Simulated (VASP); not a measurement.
# MgO (Pm-3m) in VASP: a series of runs, part 2 of 3

VASP 6.6.1. The steps go on from the part before.

### Step 3. Dielectric tensor, PBE

This run uses another cell than the first one, of 9.03 Å³/atom.

INCAR

```
SYSTEM = MgO
PREC = Accurate
ENCUT = 520
EDIFF = 1E-8
ISMEAR = 0
SIGMA = 0.01
LREAL = .False.
LASPH = .True.
NELM = 80
ALGO = Normal
ISIF = 2
LWAVE = .False.
LCHARG = .False.
GGA = PE
LEPSILON = .True.
```

KPOINTS

```
regular mesh
0
Gamma
  8 8 8
  0 0 0
```

POSCAR

```
MgO
1.0
    2.6233490555      0.0000000000      0.0000000000
    0.0000000000      2.6233490555      0.0000000000
    0.0000000000      0.0000000000      2.6233490555
Mg O
1 1
Direct
    0.0000000000      0.0000000000      0.0000000000
    0.5000000000      0.5000000000      0.5000000000
```

Potentials or basis: VASP PAW PBE potentials, release 64 (Mg, O).

Started as:

```sh
cat potpaw_PBE.64/Mg/POTCAR potpaw_PBE.64/O/POTCAR > POTCAR
mpirun -np 1 vasp_std > vasp.out
```

OUTCAR:

```text
SYSTEM = MgO
   PREC = Accurate
   ENCUT = 520
   EDIFF = 1E-8
   ISMEAR = 0
   LREAL = .False.
   LASPH = .True.
   NELM = 80
   ISIF = 2
   GGA = PE
   LEPSILON = .True.

 ion  position               nearest neighbor table
   1  0.000  0.000  0.000-   2 2.27   2 2.27   2 2.27   2 2.27   2 2.27   2 2.27   2 2.27   2 2.27

   2  0.500  0.500  0.500-   1 2.27   1 2.27   1 2.27   1 2.27   1 2.27   1 2.27   1 2.27   1 2.27

  LATTYP: Found a simple cubic cell.
 ALAT       =     2.6233490555

  Lattice vectors:

 A1 = (   2.6233490555,   0.0000000000,   0.0000000000)
 A2 = (   0.0000000000,   2.6233490555,   0.0000000000)
 A3 = (   0.0000000000,   0.0000000000,   2.6233490555)

Analysis of symmetry for initial positions (statically):
=====================================================================
 Subroutine PRICEL returns:
 Original cell was already a primitive cell.

 Routine SETGRP: Setting up the symmetry group for a
 simple cubic supercell.

 Subroutine GETGRP returns: Found 48 space group operations
 (whereof 48 operations were pure point group operations)
 out of a pool of 48 trial point group operations.

The static configuration has the point symmetry O_h .

Analysis of symmetry for dynamics (positions and initial velocities):
=====================================================================
 Subroutine PRICEL returns:
 Original cell was already a primitive cell.

 Routine SETGRP: Setting up the symmetry group for a
 simple cubic supercell.

 Subroutine GETGRP returns: Found 48 space group operations
 (whereof 48 operations were pure point group operations)
 out of a pool of 48 trial point group operations.

The dynamic configuration has the point symmetry O_h .

 Subroutine INISYM returns: Found 48 space group operations
 (whereof 48 operations are pure point group operations),
 and found     1 'primitive' translations

----------------------------------------------------------------------------------------

                                     Primitive cell

  volume of cell :      18.0538

  direct lattice vectors                    reciprocal lattice vectors
     2.623349055  0.000000000  0.000000000     0.381192125  0.000000000  0.000000000
     0.000000000  2.623349055  0.000000000     0.000000000  0.381192125  0.000000000
     0.000000000  0.000000000  2.623349055     0.000000000  0.000000000  0.381192125

  length of vectors
     2.623349055  2.623349055  2.623349055     0.381192125  0.381192125  0.381192125

  position of ions in fractional coordinates (direct lattice)
     0.000000000  0.000000000  0.000000000
     0.500000000  0.500000000  0.500000000

  ion indices of the primitive-cell ions
   primitive index   ion index
                 1           1
                 2           2

[... 376 lines left out ...]
      1     -11.3726      2.00000
      2       0.1810      2.00000
      3       1.0032      2.00000
      4       4.3728      2.00000
      5      11.1332      0.00000
      6      15.9762      0.00000
      7      16.4589      0.00000
      8      20.2891      0.00000

 [... further k-points ...]

  FORCE on cell =-STRESS in cart. coord.  units (eV):
  Direction    XX          YY          ZZ          XY          YZ          ZX
  --------------------------------------------------------------------------------------
  -------------------------------------------------------------------------------------
  Total        0.6178634      0.6178634      0.6178634     -0.0000000     -0.0000000     -0.0000000
  in kB       54.8320948     54.8320948     54.8320948     -0.0000000     -0.0000000     -0.0000000
  external PRESSURE =      54.8320948 kB  Pullay stress =       0.0000000 kB

 VOLUME and BASIS-vectors are now :
 -----------------------------------------------------------------------------
  energy-cutoff  :      520.00
  volume of cell :       18.05
      direct lattice vectors                 reciprocal lattice vectors
     2.623349055  0.000000000  0.000000000     0.381192125  0.000000000  0.000000000
     0.000000000  2.623349055  0.000000000     0.000000000  0.381192125  0.000000000
     0.000000000  0.000000000  2.623349055     0.000000000  0.000000000  0.381192125

 POSITION                                       TOTAL-FORCE (eV/Angst)
 -----------------------------------------------------------------------------------
      0.00000      0.00000      0.00000         0.000000      0.000000      0.000000
      1.31167      1.31167      1.31167         0.000000      0.000000      0.000000
 -----------------------------------------------------------------------------------
    total drift:                                0.000000      0.000000      0.000000

  FREE ENERGIE OF THE ION-ELECTRON SYSTEM (eV)
  ---------------------------------------------------
  free  energy   TOTEN  =       -10.3888039933 eV

  energy  without entropy=      -10.3888039933  energy(sigma->0) =      -10.38880399

 HEAD OF MICROSCOPIC STATIC DIELECTRIC TENSOR (INDEPENDENT PARTICLE, excluding Hartree and local field effects)
 ------------------------------------------------------
           3.802156    -0.000000     0.000000
           0.000000     3.802156     0.000000
          -0.000000    -0.000000     3.802156
 ------------------------------------------------------

 Free energy of the ion-electron system (eV)
  ---------------------------------------------------
  ---------------------------------------------------
  free energy    TOTEN  =        -0.14611063 eV

  energy without entropy =       -0.14611063

------------------------ aborting loop because EDIFF is reached ----------------------------------------

--------------------------------------- Ionic step        2  -------------------------------------------

------------------------ aborting loop because EDIFF is reached ----------------------------------------

--------------------------------------- Ionic step        3  -------------------------------------------

 Free energy of the ion-electron system (eV)
  ---------------------------------------------------
  ---------------------------------------------------
  free energy    TOTEN  =        -0.14611063 eV

  energy without entropy =       -0.14611063

------------------------ aborting loop because EDIFF is reached ----------------------------------------

 PIEZOELECTRIC TENSOR FIELD DIRECTION 3  (e Angst)
 -----------------------------------------------------------------------------
    -0.00037  0.00000  0.00000           (  0.00001  0.00000  0.00000)
     0.00000 -0.00037 -0.00000           (  0.00000  0.00001  0.00000)
     0.00000 -0.00000  0.00055           (  0.00000  0.00000 -0.00003)

 PIEZOELECTRIC TENSOR FIELD DIRECTION 3  (C/m^2)
 -----------------------------------------------------------------------------
    -0.00033  0.00000  0.00000
     0.00000 -0.00033 -0.00000
     0.00000 -0.00000  0.00049

 MACROSCOPIC STATIC DIELECTRIC TENSOR (including local field effects in DFT)
 ------------------------------------------------------
           3.667983    -0.000000    -0.000000
           0.000000     3.667983    -0.000000
           0.000000     0.000000     3.667983
 ------------------------------------------------------

 PIEZOELECTRIC TENSOR (including local field effects)  for field in x, y, z        (e  Angst)
          XX          YY          ZZ          XY          YZ          ZX
  --------------------------------------------------------------------------------
  x     0.00000     0.00000     0.00000     0.00000     0.00000     0.00000
  y     0.00000     0.00000     0.00000     0.00000     0.00000     0.00000
  z     0.00000     0.00000     0.00000     0.00000     0.00000     0.00000

 PIEZOELECTRIC TENSOR (including local field effects)  for field in x, y, z        (C/m^2)
          XX          YY          ZZ          XY          YZ          ZX
  --------------------------------------------------------------------------------
  x     0.00000     0.00000     0.00000     0.00000     0.00000     0.00000
  y     0.00000     0.00000     0.00000     0.00000     0.00000     0.00000
  z     0.00000     0.00000     0.00000     0.00000     0.00000     0.00000

 BORN EFFECTIVE CHARGES (including local field effects) (in |e|, cummulative output)
 ---------------------------------------------------------------------------------
 ion    1
    1     2.11760     0.00000     0.00000
    2    -0.00000     2.11760    -0.00000
    3    -0.00000     0.00000     2.11760
 ion    2
    1    -2.11760    -0.00000    -0.00000
    2     0.00000    -2.11760     0.00000
    3     0.00000    -0.00000    -2.11760
```

OSZICAR:

```text
N       E                     dE             d eps       ncg     rms          rms(c)
DAV:   1     0.133745184261E+02    0.13375E+02   -0.47259E+03   672   0.880E+02
DAV:   2    -0.117230516868E+02   -0.25098E+02   -0.22927E+02   712   0.130E+02
DAV:   3    -0.120387801942E+02   -0.31573E+00   -0.31573E+00   784   0.169E+01
[... 15 lines left out ...]
RMM:   4    -0.145250907042E+00   -0.80537E-02   -0.33036E-03  1757   0.547E-01    0.335E-02
RMM:   5    -0.145978122591E+00   -0.72722E-03   -0.46516E-05  1916   0.748E-02    0.706E-03
RMM:   6    -0.146081884859E+00   -0.10376E-03   -0.47982E-07  1945   0.754E-03    0.291E-03
RMM:   7    -0.146110461485E+00   -0.28577E-04   -0.13635E-07  1911   0.390E-03    0.136E-04
RMM:   8    -0.146110285625E+00    0.17586E-06   -0.20564E-09  1856   0.368E-04    0.670E-05
RMM:   9    -0.146110633506E+00   -0.34788E-06   -0.84011E-10  1588   0.170E-04    0.508E-06
```

It took 31 s on 1 thread of AMD EPYC 9R45 (Zen 5), shared host; peak memory 0.12 GiB.

What came out:

```yaml
Band_gap_on_the_k_mesh: 2.62 eV (least direct gap 3.64 eV)
Electronic_dielectric_tensor_diagonal: 3.67
Born_charges_mean_of_the_diagonal: Mg +2.12; O -2.12 e
```

Levels at points of the mesh, in eV from the valence-band top:
```csv
k point,band 1,band 2,band 3,band 4,band 5,band 6,band 7,band 8
"(0.00, 0.00, 0.00)",-18.59,-1.02,-1.02,-1.02,2.62,10.47,10.47,20.49
"(0.50, 0.00, 0.00)",-17.35,-6.57,-0.57,-0.57,7.11,9.55,14.61,17.50
"(0.50, 0.50, 0.00)",-16.46,-4.76,-4.76,0.00,4.99,12.30,12.30,13.44
"(0.50, 0.50, 0.50)",-15.60,-3.67,-3.67,-3.67,7.53,7.53,7.53,16.51
```

Electronic dielectric tensor:
```
3.67 0.00 0.00
0.00 3.67 0.00
0.00 0.00 3.67
```

Born effective charge tensors (e):
atom 1, Mg
```
2.12 0.00 0.00
0.00 2.12 0.00
0.00 0.00 2.12
```
atom 2, O
```
-2.12  0.00  0.00
 0.00 -2.12  0.00
 0.00  0.00 -2.12
```

A k mesh can miss the band edges.

[end of part 2 of 3]
